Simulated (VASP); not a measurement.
Runs of VASP 6.6.1 on Au. The structure is that of space group Im-3m (No. 229), or close to it. The cells are those of the table. 

```tsv
cell	gap on the mesh (eV)	pressure (GPa)
a = 2.885 Å, angles 108.7, 108.7, 111.1°, 1 atom	none	-6.2
a = 2.784 Å, angles 109.5°, 1 atom	none	(a)
a = 2.856 Å, angles 110.3, 110.3, 107.8°, 1 atom	none	(b)
a = 2.827 Å, angles 109.5°, 1 atom	none	1.9
a = 2.842 Å, angles 109.9, 109.9, 108.7°, 1 atom	none	-0.4
a = 2.842 Å, angles 108.7, 108.7, 111.1°, 1 atom	none	-0.4
a = 2.914 Å, angles 109.5°, 1 atom	none	-9.2
```

Alike in all rows: task single point; level r2SCAN; potentials or basis VASP PAW PBE potentials, release 64 (Au); no spin polarisation; k mesh 20 × 20 × 20; cutoff (eV) 520; smearing gaussian 0.15 eV.

Question: Estimate the missing entries.

Answer: (a) 10.6; (b) -2.5.

Caveats: the PAW data sets were made with another functional, which shifts forces and pressure a little; spin-orbit coupling is left out, which moves the levels of the heavy elements; the cell stands under tension (at least some runs); the cell stands under pressure (at least some runs).

A k mesh can miss the band edges, and the runs leave out spin-orbit coupling on Au.

A gap of «none» marks levels without a gap at the run's occupations.
